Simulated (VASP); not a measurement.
Input of a VASP 6.6.1 run:

The input INCAR:

```
  PREC = Accurate
  ENCUT = 520
  EDIFF = 1E-6
  ISMEAR = 0
  SIGMA = 0.1
  LREAL = F
  LASPH = T
  NELM = 100
  ALGO = Normal
  ISIF = 2
  LWAVE = F
  LCHARG = T
  GGA = PE
  LELF = T
  LVHAR = T
  NBANDS = 18
```

File KPOINTS:

```
regular mesh
0
Gamma
  6 6 6
```

POSCAR

```
P
1.0
   -1.7283593503      1.7283593503      5.0508681158
    1.7283593503     -1.7283593503      5.0508681158
    1.7283593503      1.7283593503     -5.0508681158
P
4
Direct
    0.3750000000      0.9006802433      0.0256802433
    0.6506802433      0.1250000000      0.0256802433
    0.0993197567      0.6250000000      0.9743197567
    0.8750000000      0.3493197567      0.9743197567
```

Potentials or basis: VASP PAW PBE potentials, release 64 (P).

The run is started by

```console
$ cat potpaw_PBE.64/P/POTCAR > POTCAR
$ mpirun -np 1 vasp_std > vasp.out
```

Question: Estimate the band gap on the k mesh.

Answer: Zero (bands 10 and 11 overlap by 3.76 eV).

Question: Predict the pressure.

Answer: -0.3 GPa.

Question: Estimate the largest force.

Answer: 0.018 eV/Å.

Stress tensor (GPa, compression positive):
```
-0.17  0.00  0.00
 0.00 -0.17  0.00
 0.00  0.00 -0.52
```
